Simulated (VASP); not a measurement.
Runs of VASP 6.6.1 on CuAs. The structure is that of space group P6_3/mmc (No. 194), or close to it. The cells are those of the table. 

```csv
cell,gap on the mesh (eV),pressure (GPa)
"a = 3.868, b = 3.868, c = 5.247 Å, angles 90.0, 90.0, 120.0°, 4 atoms",none,(b)
"a = 3.956, b = 3.956, c = 5.117 Å, angles 90.0, 90.0, 120.0°, 4 atoms",none,(a)
"a = 4.044, b = 4.044, c = 5.117 Å, angles 90.0, 90.0, 120.0°, 4 atoms",none,-15.1
"a = 3.868, b = 3.868, c = 5.117 Å, angles 90.0, 90.0, 120.0°, 4 atoms",none,-9.6
"a = 3.956, b = 3.956, c = 5.247 Å, angles 90.0, 90.0, 120.0°, 4 atoms",none,-14.2
```

Alike in all rows: task single point; level LDA; potentials or basis VASP PAW LDA potentials, release 64 (Cu, As); no spin polarisation; k mesh 12 × 12 × 8; cutoff (eV) 520; smearing gaussian 0.15 eV.

Problem. Estimate the missing entries.

Solution. (a) -12.7; (b) -11.4.

Caveats: the cell stands under tension.

A k mesh can miss the band edges, and the runs leave out spin-orbit coupling on As.

A gap of «none» marks levels without a gap at the run's occupations.
